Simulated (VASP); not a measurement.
Write the native input for VASP 6.6.1 that does the following.

| Property | Result |
| --- | --- |
| Task | single point |
| Functional | HSE06 |
| Potentials or basis | VASP PAW PBE potentials, release 64 (Ca_sv) |
| Cutoff | 520 eV |
| k mesh | 6 × 6 × 6 |
| Occupations | fermi-dirac, width 0.1 eV |
| Spin | no spin polarisation |
| Dipole correction | no |
| Grid for exact exchange (PRECFOCK) | Normal |
| Further INCAR settings | ALGO = Normal; EDIFF = 1e-06; NBANDS = 11 |
| Share of exact exchange | 0.25 |
| Screening parameter | 0.2079 1/Å |

The system is Ca.

```xyz
1
Lattice="0.0000 2.7692 2.7692 2.7692 0.0000 2.7692 2.7692 2.7692 0.0000" Properties=species:S:1:pos:R:3 pbc="T T T"
Ca    0.0000    0.0000    0.0000
```

The input as run:

POSCAR

```
Ca
1.0
    0.0000000000      2.7691695026      2.7691695026
    2.7691695026      0.0000000000      2.7691695026
    2.7691695026      2.7691695026      0.0000000000
Ca
1
Direct
    0.0000000000      0.0000000000      0.0000000000
```

INCAR.step1

```
ALGO     = Normal         # electronic algorithm
EDIFF    = 1E-5           # SCF threshold, eV
ENCUT    = 520            # plane-wave cutoff, eV
GGA      = PE             # functional
ISIF     = 2              # what is computed and relaxed
ISMEAR   = -1             # smearing method
LASPH    = T              # aspherical terms in the spheres
LCHARG   = F              # write CHGCAR
LREAL    = F              # projectors in reciprocal space
LWAVE    = T              # write WAVECAR
NBANDS   = 11             # bands
NELM     = 60             # most SCF steps
PREC     = Accurate       # precision mode
SIGMA    = 0.1            # smearing width, eV
```

INCAR.step2

```
ALGO     = Normal         # electronic algorithm
EDIFF    = 1E-6           # SCF threshold, eV
ENCUT    = 520            # plane-wave cutoff, eV
GGA      = PE             # functional
HFSCREEN = 0.2079         # screening, 1/A
ISIF     = 2              # what is computed and relaxed
ISMEAR   = -1             # smearing method
ISTART   = 1            
LASPH    = T              # aspherical terms in the spheres
LCHARG   = F              # write CHGCAR
LHFCALC  = T              # exact exchange
LREAL    = F              # projectors in reciprocal space
LWAVE    = F              # write WAVECAR
NBANDS   = 11             # bands
NELM     = 60             # most SCF steps
PREC     = Accurate       # precision mode
PRECFOCK = Normal       
SIGMA    = 0.1            # smearing width, eV
```

KPOINTS

```
k-points
0
Gamma
  6 6 6
```

Potentials or basis: VASP PAW PBE potentials, release 64 (Ca_sv).

The run is started by

```console
$ cat potpaw_PBE.64/Ca_sv/POTCAR > POTCAR
$ cp INCAR.step1 INCAR
$ mpirun -np 1 vasp_std > vasp.out
$ cp INCAR.step2 INCAR
$ mpirun -np 1 vasp_std > vasp.out
```

Results of the run:

```
Pressure               : 0.5 GPa
Band gap on the k mesh : zero (bands 5 and 6 overlap by 0.51 eV)
```

Caveat: the PAW data sets were made with another functional, which shifts forces and pressure a little.

It took 21 min on 1 thread of Intel(R) Xeon(R) Platinum 8259CL CPU @ 2.50GHz (Skylake/Cascade Lake), with other jobs on the host, peak memory 0.28 GiB.
